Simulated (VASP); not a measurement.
# TaN (I4mm) in VASP: a series of runs

TaN is run at these levels: LDA; tasks: single point.

Program: VASP 6.6.1. These are calculated values, not measurements. Logs are shortened: lines on timing, memory, paths and dates and some standing lists are left out, and cuts for length are marked.

## 1. The cell of the first run

Symmetry: I4mm, No. 107, tetragonal system. The conventional cell has a = 3.126 Å, b = 3.126 Å, c = 4.420 Å, α = 90.00°, β = 90.00°, γ = 90.00°. Ta (site symmetry 4mm) has 6 N at 2.08 to 2.34 Å within 2.7 Å. N (site symmetry 4mm) has 6 Ta at 2.08 to 2.34 Å within 2.7 Å.

## 2. Single point, LDA

Contents of INCAR:

```
ALGO     = Normal         # electronic algorithm
EDIFF    = 1E-6           # SCF threshold, eV
ENCUT    = 600            # plane-wave cutoff, eV
GGA_COMPAT= False        
ISIF     = 2              # what is computed and relaxed
ISMEAR   = 0              # smearing method
LASPH    = True           # aspherical terms in the spheres
LCHARG   = False          # write CHGCAR
LREAL    = False          # projectors in reciprocal space
LWAVE    = False          # write WAVECAR
NBANDS   = 16             # bands
NELM     = 120            # most SCF steps
PREC     = Accurate       # precision mode
SIGMA    = 0.15           # smearing width, eV
```

Contents of KPOINTS:

```
k-points
0
Gamma
  18 18 18
```

Contents of POSCAR:

```
TaN
1.0
    0.0000000000      2.2101387059      2.2101387059
    2.2101387059      0.0000000000      2.2101387059
    2.2101387059      2.2101387059      0.0000000000
Ta N
1 1
Direct
    0.4978278253      0.5021721747      0.5021721747
    0.0280609990     -0.0280609990     -0.0280609990
```

Potentials or basis: VASP PAW LDA potentials, release 64 (Ta_sv_GW, N).

Run with:

```console
cat potpaw_LDA.64/Ta_sv_GW/POTCAR potpaw_LDA.64/N/POTCAR > POTCAR
mpirun -np 1 vasp_std > vasp.out
```

OUTCAR:

```text
EDIFF = 1E-6
   ENCUT = 600
   ISIF = 2
   ISMEAR = 0
   LASPH = True
   LREAL = False
   NELM = 120
   PREC = Accurate

 ion  position               nearest neighbor table
   1  0.498  0.502  0.502-   2 2.08   2 2.21   2 2.21   2 2.21   2 2.21   2 2.34
   2  0.028  0.972  0.972-   1 2.08   1 2.21   1 2.21   1 2.21   1 2.21   1 2.34

  LATTYP: Found a face centered cubic cell.
 ALAT       =     4.4202774118

  Lattice vectors:

 A1 = (   0.0000000000,   2.2101387059,   2.2101387059)
 A2 = (   2.2101387059,   0.0000000000,   2.2101387059)
 A3 = (   2.2101387059,   2.2101387059,   0.0000000000)

Analysis of symmetry for initial positions (statically):
=====================================================================
 Subroutine PRICEL returns:
 Original cell was already a primitive cell.

 Routine SETGRP: Setting up the symmetry group for a
 face centered cubic supercell.

 Subroutine GETGRP returns: Found  8 space group operations
 (whereof  8 operations were pure point group operations)
 out of a pool of 48 trial point group operations.

The static configuration has the point symmetry C_4v.

Analysis of symmetry for dynamics (positions and initial velocities):
=====================================================================
 Subroutine PRICEL returns:
 Original cell was already a primitive cell.

 Routine SETGRP: Setting up the symmetry group for a
 face centered cubic supercell.

 Subroutine GETGRP returns: Found  8 space group operations
 (whereof  8 operations were pure point group operations)
 out of a pool of 48 trial point group operations.

The dynamic configuration has the point symmetry C_4v.

 Subroutine INISYM returns: Found  8 space group operations
 (whereof  8 operations are pure point group operations),
 and found     1 'primitive' translations

----------------------------------------------------------------------------------------

                                     Primitive cell

  volume of cell :      21.5918

  direct lattice vectors                    reciprocal lattice vectors
     0.000000000  2.210138706  2.210138706    -0.226230145  0.226230145  0.226230145
     2.210138706  0.000000000  2.210138706     0.226230145 -0.226230145  0.226230145
     2.210138706  2.210138706  0.000000000     0.226230145  0.226230145 -0.226230145

  length of vectors
     3.125608133  3.125608133  3.125608133     0.391842105  0.391842105  0.391842105

  position of ions in fractional coordinates (direct lattice)
     0.497827825  0.502172175  0.502172175
     0.028060999  0.971939001  0.971939001

  ion indices of the primitive-cell ions
   primitive index   ion index
                 1           1
                 2           2

----------------------------------------------------------------------------------------

 KPOINTS: k-points

Automatic generation of k-mesh.
 Grid dimensions read from file:
 generate k-points for:   18   18   18

 Generating k-lattice:

  Cartesian coordinates                     Fractional coordinates (reciprocal lattice)
    -0.012568341  0.012568341  0.012568341     0.055555556  0.000000000  0.000000000
     0.012568341 -0.012568341  0.012568341     0.000000000  0.055555556  0.000000000
     0.012568341  0.012568341 -0.012568341     0.000000000  0.000000000  0.055555556

  Length of vectors
     0.021769006  0.021769006  0.021769006

  Shift w.r.t. Gamma in fractional coordinates (k-lattice)
     0.000000000  0.000000000  0.000000000

 Subroutine IBZKPT returns following result:
 ===========================================

 Found    480 irreducible k-points:

 Following reciprocal coordinates:
            Coordinates               Weight
  0.000000  0.000000  0.000000      1.000000
  0.055556  0.000000  0.000000      8.000000
  0.111111  0.000000  0.000000      8.000000
  0.166667  0.000000  0.000000      8.000000
  0.222222  0.000000  0.000000      8.000000
  0.277778  0.000000  0.000000      8.000000
[... 16 lines left out ...]
  0.388889  0.055556  0.000000     16.000000
  0.000000  0.388889  0.055556      8.000000
 [... further k-points ...]
   k-points           NKPTS =    480   k-points in BZ     NKDIM =    480   number of bands    NBANDS=     16
   number of dos      NEDOS =    301   number of ions     NIONS =      2
   total plane-waves  NPLWV =  21952
   dimension x,y,z NGX =    28 NGY =   28 NGZ =   28
   dimension x,y,z NGXF=    56 NGYF=   56 NGZF=   56
   ions per type =               1   1
   NGX,Y,Z   is equivalent  to a cutoff of  14.89, 14.89, 14.89 a.u.
   NGXF,Y,Z  is equivalent  to a cutoff of  29.79, 29.79, 29.79 a.u.
 SYSTEM =  unknown system
   PREC   = accura    normal or accurate (medium, high low for compatibility)
   ISTART =      0    job   : 0-new  1-cont  2-samecut
   ICHARG =      2    charge: 1-file 2-atom 10-const
   ISPIN  =      1    spin polarized calculation?
   LNONCOLLINEAR =      F non collinear calculations
   LSORBIT =      F    spin-orbit coupling
   LASPH  =      T    aspherical Exc in radial PAW
   ENCUT  =  600.0 eV  44.10 Ry    6.64 a.u.   6.24  6.24  6.24*2*pi/ulx,y,z
   NELM   =    120;   NELMIN=  2; NELMDL= -5     # of ELM steps
   EDIFF  = 0.1E-05   stopping-criterion for ELM
   LREAL  =      F    real-space projection
   EDIFFG = 0.1E-04   stopping-criterion for IOM
   NSW    =      0    number of steps for IOM
   IBRION =     -1    ionic relax: 0-MD 1-quasi-New 2-CG
   NFREE  =      0    steps in history (QN), initial steepest desc. (CG)
   ISIF   =      2    stress and relaxation
   ISYM   =      2    0-nonsym 1-usesym 2-fastsym
   POTIM  = 0.5000    time-step for ionic-motion
   TEBEG  =    0.0;   TEEND  =   0.0 temperature during run
   PSTRESS=    0.0 pullay stress
   NELECT =      18.0000    total number of electrons
   NUPDOWN=      -1.0000    fix difference up-down
   EMIN   =  10.00;   EMAX   =-10.00  energy-range for DOS
   EFERMI =   0.00;   METHOD = LEGACY
   ISMEAR =     0;   SIGMA  =   0.15  broadening in eV -4-tet -1-fermi 0-gaus
   EFERMI_NEDOS =   21; number of points for ismear=-14 and -15
   IALGO  =     38    algorithm
   IMIX   =      4    mixing-type and parameters
     AMIX     =   0.40;   BMIX     =  1.00
     AMIX_MAG =   1.60;   BMIX_MAG =  1.00
  volume/ion in A,a.u.               =      10.80        72.85
  Fermi-wavevector in a.u.,A,eV,Ry     =   1.540764  2.911622 32.299603  2.373954
  Thomas-Fermi vector in A             =   2.646805
   LORBIT       =      0    0 simple, 1 ext, 2 COOP (PROOUT), +10 PAW based schemes
   GGA     = CA    functional components
   LHFCALC =     F    Hartree Fock is set to
   AEXX    =    0.0000 exact exchange contribution
   IVDW    =     0    specifies the selected vdW correction
   LEPSILON=     F    determine dielectric tensor
   LRPA    =     F    only Hartree local field effects (RPA)
 non-spin polarized calculation
 Gauss-broadening in eV      SIGMA  =   0.15
  energy-cutoff  :      600.00
  volume of cell :       21.59
 maximum number of plane-waves:       745
 NGX is ok and might be reduce to    28
   NGX = 13   NGY = 13   NGZ = 13

 number of electron      18.0000001 magnetization

 Free energy of the ion-electron system (eV)
  ---------------------------------------------------
  ext. energy  EPLUGINS =         0.00000000
  ---------------------------------------------------
  free energy    TOTEN  =       -26.56463986 eV

  energy without entropy =      -26.55558107  energy(sigma->0) =      -26.56011047

 E-fermi :  13.2067     XC(G=0): -13.9655

 val. band max:       13.1956231390   @ k =   0.2222   0.1667   0.0000
 cond. band min:      13.2095450081   @ k =   0.0000   0.2778   0.0556
 fundamental gap:      0.0139218691
 Fermi energy:        13.2066848613

 k-point     1 :       0.0000    0.0000    0.0000
  band No.  band energies     occupation
      1     -55.8646      2.00000
      2     -22.3127      2.00000
      3     -22.2955      2.00000
      4     -22.2955      2.00000
      5      -5.2192      2.00000
      6       9.0948      2.00000
[... 8 lines left out ...]
     15      22.4533      0.00000
     16      36.7504      0.00000

 k-point     2 :       0.0556    0.0000    0.0000
  band No.  band energies     occupation
      1     -55.8629      2.00000
      2     -22.3317      2.00000
      3     -22.3058      2.00000
      4     -22.2980      2.00000
      5      -5.1454      2.00000
      6       8.5995      2.00000
[... 8 lines left out ...]
     15      22.6796      0.00000
     16      35.6654      0.00000

 k-point     3 :       0.1111    0.0000    0.0000
  band No.  band energies     occupation
      1     -55.8582      2.00000
      2     -22.4061      2.00000
      3     -22.3152      2.00000
      4     -22.3052      2.00000
      5      -4.9304      2.00000
      6       7.8379      2.00000
[... 8 lines left out ...]
     15      23.3183      0.00000
     16      33.7531      0.00000

 k-point     4 :       0.1667    0.0000    0.0000
  band No.  band energies     occupation
      1     -55.8510      2.00000
      2     -22.5209      2.00000
      3     -22.3265      2.00000
      4     -22.3162      2.00000
      5      -4.5924      2.00000
      6       6.9645      2.00000
[... 8 lines left out ...]
     15      24.2374      0.00000
     16      31.8818      0.00000
[... 324 lines left out ...]
 k-point    22 :       0.0000    0.3333    0.0556
  band No.  band energies     occupation
      1     -55.8259      2.00000
      2     -22.8908      2.00000
      3     -22.3709      2.00000
      4     -22.3640      2.00000
      5      -3.3225      2.00000
      6       4.6058      2.00000
[... 8 lines left out ...]
     15      25.1879      0.00000
     16      28.1633      0.00000

 k-point    23 :       0.3889    0.0556    0.0000
  band No.  band energies     occupation
      1     -55.8182      2.00000
      2     -23.0006      2.00000
      3     -22.3889      2.00000
      4     -22.3720      2.00000
      5      -2.8686      2.00000
      6       3.9337      2.00000
[... 8 lines left out ...]
     15      24.6025      0.00000
     16      26.9156      0.00000

 k-point    24 :       0.0000    0.3889    0.0556
  band No.  band energies     occupation
      1     -55.8182      2.00000
      2     -23.0025      2.00000
      3     -22.3800      2.00000
      4     -22.3796      2.00000
      5      -2.8635      2.00000
      6       3.9320      2.00000
[... 8 lines left out ...]
     15      24.6681      0.00000
     16      26.8693      0.00000

 [... further k-points ...]
[... 5 lines left out ...]
  --------------------------------------------------------------------------------------
  -------------------------------------------------------------------------------------
  Total       -1.0112222     -2.0822348     -2.0822348      0.0000000     -0.0000000      0.0000000
  in kB      -75.0358093   -154.5082586   -154.5082586      0.0000000     -0.0000000      0.0000000
  external PRESSURE =    -128.0174422 kB  Pullay stress =       0.0000000 kB

 VOLUME and BASIS-vectors are now :
 -----------------------------------------------------------------------------
  energy-cutoff  :      600.00
  volume of cell :       21.59
      direct lattice vectors                 reciprocal lattice vectors
     0.000000000  2.210138706  2.210138706    -0.226230145  0.226230145  0.226230145
     2.210138706  0.000000000  2.210138706     0.226230145 -0.226230145  0.226230145
     2.210138706  2.210138706  0.000000000     0.226230145  0.226230145 -0.226230145

 POSITION                                       TOTAL-FORCE (eV/Angst)
 -----------------------------------------------------------------------------------
      2.21974      2.21014      2.21014        -1.000088      0.000000      0.000000
      4.29624      2.21014      2.21014         1.000088      0.000000      0.000000
 -----------------------------------------------------------------------------------
    total drift:                               -0.000051      0.000000      0.000000

  FREE ENERGIE OF THE ION-ELECTRON SYSTEM (eV)
  ---------------------------------------------------
  free  energy   TOTEN  =       -26.5646398624 eV

  energy  without entropy=      -26.5555810697  energy(sigma->0) =      -26.56011047
```

It took 2.5 min on 1 thread of Intel Xeon Platinum 8488C (Sapphire Rapids), shared host; peak memory 0.34 GiB.

What came out:

| Item | Value |
| --- | --- |
| Free energy | -26.5646 eV |
| Pressure | -12.8 GPa |
| Largest force | 1.000 eV/Å |
| Band gap on the k mesh | zero (band 9 reaches 14.99 eV, above the bottom of band 10 at 11.50 eV) |

Forces in eV/Å, atoms in the order of the input:
```
Ta  -1.000  0.000  0.000
N    1.000  0.000  0.000
```

Stress tensor (GPa, compression positive):
```
 -7.50   0.00   0.00
  0.00 -15.45   0.00
  0.00   0.00 -15.45
```

Caveat: spin-orbit coupling is left out, which moves the levels of the heavy elements; forces of over 1 eV/Å act on the atoms, so gaps and moduli don't describe the material at rest.

[end of part 1 of 2]
